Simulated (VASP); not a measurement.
# Ag2B3 (P-3m1) in VASP: further runs, part 2 of 2

VASP 6.6.1.

### Step 3. Relaxation of cell and atoms, PBE

This run uses another cell than the first one, of 11.80 Å³/atom.

The input, INCAR:

```
SYSTEM = Ag2B3
PREC     = Accurate       ! precision mode
ENCUT    = 600            ! plane-wave cutoff, eV
EDIFF    = 1E-7           ! SCF threshold, eV
ISMEAR   = 0              ! smearing method
SIGMA    = 0.1            ! smearing width, eV
LREAL    = .FALSE.        ! projectors in reciprocal space
LASPH    = .TRUE.         ! aspherical terms in the spheres
NELM     = 100            ! most SCF steps
ALGO     = Normal         ! electronic algorithm
ISIF     = 3              ! what is computed and relaxed
LWAVE    = .FALSE.        ! write WAVECAR
LCHARG   = .FALSE.        ! write CHGCAR
GGA      = PE             ! functional
IBRION   = 2              ! ionic algorithm
NSW      = 100            ! ionic steps
EDIFFG   = -0.01          ! ionic threshold
```

The input, KPOINTS:

```
Automatic mesh
0
G
  12 12 6
  0 0 0
```

The input, POSCAR:

```
Ag2B3
1.0
    2.9740731905      0.0000000000      0.0000000000
   -1.4870365953      2.5756229357      0.0000000000
    0.0000000000      0.0000000000      7.7046921173
Ag B
2 3
Direct
    0.3333333333      0.6666666667      0.2073090877
    0.6666666667      0.3333333333      0.7926909123
    0.0000000000      0.0000000000      0.0000000000
    0.3333333333      0.6666666667      0.5108015082
    0.6666666667      0.3333333333      0.4891984918
```

Potentials or basis: VASP PAW PBE potentials, release 64 (Ag, B).

On the command line:

```
> cat potpaw_PBE.64/Ag/POTCAR potpaw_PBE.64/B/POTCAR > POTCAR
> mpirun -np 1 vasp_std > vasp.out
```

OUTCAR:

```text
SYSTEM = Ag2B3
   PREC = Accurate
   ENCUT = 600
   EDIFF = 1E-7
   ISMEAR = 0
   LREAL = .FALSE.
   LASPH = .TRUE.
   NELM = 100
   ISIF = 3
   GGA = PE
   IBRION = 2
   NSW = 100
   EDIFFG = -0.01

 ion  position               nearest neighbor table
   1  0.333  0.667  0.207-   4 2.34   3 2.35   3 2.35   3 2.35   5 2.77   5 2.77   5 2.77
   2  0.667  0.333  0.793-   5 2.34   3 2.35   3 2.35   3 2.35   4 2.77   4 2.77   4 2.77
   3  0.000  0.000  0.000-   1 2.35   2 2.35   2 2.35   1 2.35   2 2.35   1 2.35
   4  0.333  0.667  0.511-   5 1.73   5 1.73   5 1.73   1 2.34   2 2.77   2 2.77   2 2.77
   5  0.667  0.333  0.489-   4 1.73   4 1.73   4 1.73   2 2.34   1 2.77   1 2.77   1 2.77

  LATTYP: Found a hexagonal cell.
 ALAT       =     2.9740731905
 C/A-ratio  =     2.5906195389

  Lattice vectors:

 A1 = (   2.9740731905,   0.0000000000,   0.0000000000)
 A2 = (  -1.4870365953,   2.5756229357,   0.0000000000)
 A3 = (   0.0000000000,   0.0000000000,   7.7046921173)

Analysis of symmetry for initial positions (statically):
=====================================================================
 Subroutine PRICEL returns:
 Original cell was already a primitive cell.

 Routine SETGRP: Setting up the symmetry group for a
 hexagonal supercell.

 Subroutine GETGRP returns: Found 12 space group operations
 (whereof 12 operations were pure point group operations)
 out of a pool of 24 trial point group operations.

The static configuration has the point symmetry D_3d.

Analysis of symmetry for dynamics (positions and initial velocities):
=====================================================================
 Subroutine PRICEL returns:
 Original cell was already a primitive cell.

 Routine SETGRP: Setting up the symmetry group for a
 hexagonal supercell.

 Subroutine GETGRP returns: Found 12 space group operations
 (whereof 12 operations were pure point group operations)
 out of a pool of 24 trial point group operations.

The dynamic configuration has the point symmetry D_3d.

 Subroutine INISYM returns: Found 12 space group operations
 (whereof 12 operations are pure point group operations),
 and found     1 'primitive' translations

----------------------------------------------------------------------------------------

                                     Primitive cell

  volume of cell :      59.0186

  direct lattice vectors                    reciprocal lattice vectors
     2.974073190  0.000000000  0.000000000     0.336239203  0.194127795  0.000000000
    -1.487036595  2.575622936  0.000000000     0.000000000  0.388255589  0.000000000
     0.000000000  0.000000000  7.704692117     0.000000000  0.000000000  0.129791040

  length of vectors
     2.974073190  2.974073191  7.704692117     0.388255589  0.388255589  0.129791040

  position of ions in fractional coordinates (direct lattice)
     0.333333333  0.666666667  0.207309088
     0.666666667  0.333333333  0.792690912
     0.000000000  0.000000000  0.000000000
     0.333333333  0.666666667  0.510801508
     0.666666667  0.333333333  0.489198492

  ion indices of the primitive-cell ions
   primitive index   ion index
                 1           1
                 2           2
                 3           3
                 4           4
[... 54 lines left out ...]
 [... further k-points ...]
   k-points           NKPTS =    100   k-points in BZ     NKDIM =    100   number of bands    NBANDS=     19
   number of dos      NEDOS =    301   number of ions     NIONS =      5
   total plane-waves  NPLWV =  36864
   dimension x,y,z NGX =    24 NGY =   24 NGZ =   64
   dimension x,y,z NGXF=    48 NGYF=   48 NGZF=  128
   ions per type =               2   3
   NGX,Y,Z   is equivalent  to a cutoff of  13.42, 13.42, 13.81 a.u.
   NGXF,Y,Z  is equivalent  to a cutoff of  26.83, 26.83, 27.62 a.u.
 SYSTEM =  Ag2B3
   PREC   = accura    normal or accurate (medium, high low for compatibility)
   ISTART =      0    job   : 0-new  1-cont  2-samecut
   ICHARG =      2    charge: 1-file 2-atom 10-const
   ISPIN  =      1    spin polarized calculation?
   LNONCOLLINEAR =      F non collinear calculations
   LSORBIT =      F    spin-orbit coupling
   LASPH  =      T    aspherical Exc in radial PAW
   ENCUT  =  600.0 eV  44.10 Ry    6.64 a.u.   5.94  5.94 15.39*2*pi/ulx,y,z
   NELM   =    100;   NELMIN=  2; NELMDL= -5     # of ELM steps
   EDIFF  = 0.1E-06   stopping-criterion for ELM
   LREAL  =      F    real-space projection
   EDIFFG = -.1E-01   stopping-criterion for IOM
   NSW    =    100    number of steps for IOM
   IBRION =      2    ionic relax: 0-MD 1-quasi-New 2-CG
   NFREE  =      1    steps in history (QN), initial steepest desc. (CG)
   ISIF   =      3    stress and relaxation
   ISYM   =      2    0-nonsym 1-usesym 2-fastsym
   POTIM  = 0.5000    time-step for ionic-motion
   TEBEG  =    0.0;   TEEND  =   0.0 temperature during run
   PSTRESS=    0.0 pullay stress
   NELECT =      31.0000    total number of electrons
   NUPDOWN=      -1.0000    fix difference up-down
   EMIN   =  10.00;   EMAX   =-10.00  energy-range for DOS
   EFERMI =   0.00;   METHOD = LEGACY
   ISMEAR =     0;   SIGMA  =   0.10  broadening in eV -4-tet -1-fermi 0-gaus
   EFERMI_NEDOS =   21; number of points for ismear=-14 and -15
   IALGO  =     38    algorithm
   IMIX   =      4    mixing-type and parameters
     AMIX     =   0.40;   BMIX     =  1.00
     AMIX_MAG =   1.60;   BMIX_MAG =  1.00
  volume/ion in A,a.u.               =      11.80        79.66
  Fermi-wavevector in a.u.,A,eV,Ry     =   1.320887  2.496114 23.738661  1.744742
  Thomas-Fermi vector in A             =   2.450681
   LORBIT       =      0    0 simple, 1 ext, 2 COOP (PROOUT), +10 PAW based schemes
   GGA     = PE    functional components
   LHFCALC =     F    Hartree Fock is set to
   AEXX    =    0.0000 exact exchange contribution
   IVDW    =     0    specifies the selected vdW correction
   LEPSILON=     F    determine dielectric tensor
   LRPA    =     F    only Hartree local field effects (RPA)
 conjugate gradient relaxation of ions
 non-spin polarized calculation
 Gauss-broadening in eV      SIGMA  =   0.10
  energy-cutoff  :      600.00
  volume of cell :       59.02
 maximum number of plane-waves:      2016
   NGX = 11   NGY = 11   NGZ = 31

--------------------------------------- Ionic step        1  -------------------------------------------

 number of electron      31.0000002 magnetization

 Free energy of the ion-electron system (eV)
  ---------------------------------------------------
  ext. energy  EPLUGINS =         0.00000000
  ---------------------------------------------------
  free energy    TOTEN  =       -21.36345730 eV

  energy without entropy =      -21.34963031  energy(sigma->0) =      -21.35654380

------------------------ aborting loop because EDIFF is reached ----------------------------------------

  FORCE on cell =-STRESS in cart. coord.  units (eV):
  Direction    XX          YY          ZZ          XY          YZ          ZX
  --------------------------------------------------------------------------------------
  -------------------------------------------------------------------------------------
  Total       -0.2668269     -0.2668269      0.5895867      0.0000000      0.0000000     -0.0000000
  in kB       -7.2435407     -7.2435407     16.0054935      0.0000000      0.0000000     -0.0000000
  external PRESSURE =       0.5061374 kB  Pullay stress =       0.0000000 kB
[... 182 lines left out ...]
--------------------------------------- Ionic step        6  -------------------------------------------

 number of electron      31.0000002 magnetization

 Free energy of the ion-electron system (eV)
  ---------------------------------------------------
  ext. energy  EPLUGINS =         0.00000000
  ---------------------------------------------------
  free energy    TOTEN  =       -21.36875288 eV

  energy without entropy =      -21.35549197  energy(sigma->0) =      -21.36212243

 E-fermi :   7.0071     XC(G=0): -11.8144

 val. band max:        7.0054933845   @ k =   0.4167   0.1667   0.3333
 cond. band min:       7.0141856344   @ k =   0.4167   0.1667   0.5000
 fundamental gap:      0.0086922499
 Fermi energy:         7.0070975845

 k-point     1 :       0.0000    0.0000    0.0000
  band No.  band energies     occupation
      1      -4.5691      2.00000
      2      -2.8367      2.00000
      3      -0.3232      2.00000
      4       0.8266      2.00000
      5       1.0747      2.00000
      6       1.6256      2.00000
[... 505 lines left out ...]
      6       1.5624      2.00000
[... 11 lines left out ...]
     18      10.5292      0.00000
     19      11.4100      0.00000

 [... further k-points ...]

------------------------ aborting loop because EDIFF is reached ----------------------------------------

  FORCE on cell =-STRESS in cart. coord.  units (eV):
  Direction    XX          YY          ZZ          XY          YZ          ZX
  --------------------------------------------------------------------------------------
  -------------------------------------------------------------------------------------
  Total        0.0243617      0.0243617      0.0232485     -0.0000000      0.0000000     -0.0000000
  in kB        0.6588962      0.6588962      0.6287874     -0.0000000      0.0000000     -0.0000000
  external PRESSURE =       0.6488599 kB  Pullay stress =       0.0000000 kB
[... 20 lines left out ...]
  FREE ENERGIE OF THE ION-ELECTRON SYSTEM (eV)
  ---------------------------------------------------
  free  energy   TOTEN  =       -21.3687528819 eV

  energy  without entropy=      -21.3554919734  energy(sigma->0) =      -21.36212243

 reached required accuracy - stopping structural energy minimisation
```

It took 2.8 min on 1 thread of Intel Xeon 6975P-C (Granite Rapids), shared host; peak memory 0.29 GiB.

What came out:

| Property | Result |
| --- | --- |
| Free energy | -21.3688 eV |
| Relaxed volume | 11.85 Å³/atom |
| Relaxed cell | a = 2.961 Å, b = 2.961 Å, c = 7.801 Å, α = 90.00°, β = 90.00°, γ = 120.00° |
| Space group after relaxing (to 0.1 Å) | P-3m1 (No. 164) |
| Energy gained by relaxing | 1.1 meV/atom |
| Ionic steps | 6 |
| Pressure after relaxing | 0.1 GPa |
| Largest force after relaxing | 0.009 eV/Å |
| Band gap on the k mesh | zero (an odd number of electrons rules out a gap without spin polarisation) |

Forces in eV/Å, atoms in the order of the input:
```
Ag   0.000  0.000 -0.009
Ag   0.000  0.000  0.009
B    0.000  0.000  0.000
B    0.000  0.000  0.006
B    0.000  0.000 -0.006
```

Step by step:
```
step  energy change (eV)  largest force (eV/Å)  pressure (GPa)  volume (Å³)
   1              0.0000                0.0435            0.05        59.02
   2             -0.0036                0.0556            0.16        59.05
   3             -0.0047                0.0653            0.28        59.07
   4             -0.0052                0.0309           -0.12        59.29
   5             -0.0052                0.0280           -0.14        59.31
   6             -0.0053                0.0090            0.06        59.24
```

Final structure:
```
CELL_PARAMETERS angstrom
2.96119 0.00000 0.00000
-1.48060 2.56447 0.00000
0.00000 0.00000 7.80076
ATOMIC_POSITIONS crystal
Ag 0.33333 0.66667 0.20730
Ag 0.66667 0.33333 0.79270
B 0.00000 0.00000 0.00000
B 0.33333 0.66667 0.50939
B 0.66667 0.33333 0.49061
```
